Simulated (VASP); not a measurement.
TaSi5:

```xyz
6
Lattice="4.4101 0.0000 0.0000 -2.2050 3.8192 0.0000 0.0000 0.0000 6.3098" Properties=species:S:1:pos:R:3 pbc="T T T"
Ta    0.0000    0.0000    0.0000
Si    0.0000    2.5462    4.7830
Si    0.0000    2.5462    1.5268
Si    2.2050    1.2731    1.5268
Si    2.2050    1.2731    4.7830
Si    0.0000    0.0000    3.1549
```

The cell was generated, and may not be a known phase.

```yaml
Program: VASP 6.6.1
Task: relaxation of cell and atoms
Functional: PBE
Potentials_or_basis: VASP PAW PBE potentials, release 64 (Ta_pv, Si)
Cutoff: 600 eV
k_mesh: 6 × 6 × 4
Occupations: gaussian, width 0.1 eV
Spin: no spin polarisation
```

At the start: pressure -12.8 GPa; volume 17.71 Å³/atom.

Q: How do energy, volume and symmetry change on relaxing?

A: Over 12 steps the energy falls by 399.7 meV/atom and the volume is 14.83 Å³/atom (-16.3 %); space group P6/mmm (No. 191, to 0.1 Å) before and after.

Step by step:
```csv
step,energy change (eV),largest force (eV/Å),pressure (GPa),volume (Å³)
1,0.0000,0.5001,-12.82,106.28
2,-1.1485,0.0013,6.38,85.85
3,-1.1506,0.0500,4.88,86.74
4,-1.7301,1.0092,16.88,80.44
5,-1.7533,0.8228,14.63,81.22
6,-2.3382,0.6630,1.55,88.56
7,-2.3396,0.6549,1.01,88.98
8,-2.3817,0.2617,-0.81,89.67
9,-2.3832,0.1844,-1.18,89.82
10,-2.3950,0.0840,-0.02,89.00
11,-2.3964,0.0424,0.56,88.61
12,-2.3981,0.0095,0.08,88.96
```

Final structure:
```
Ta Si
1.0
     4.49652    0.00000    0.00000
    -2.24826    3.89410    0.00000
     0.00000    0.00000    5.08073
Ta Si
1 5
Direct
  0.00000 0.00000 0.00000
  0.33333 0.66667 0.75098
  0.33333 0.66667 0.24902
  0.66667 0.33333 0.24902
  0.66667 0.33333 0.75098
  0.00000 0.00000 0.50000
```

Caveat: the volume moved by over 15 % at a fixed basis, so the end points are rough.
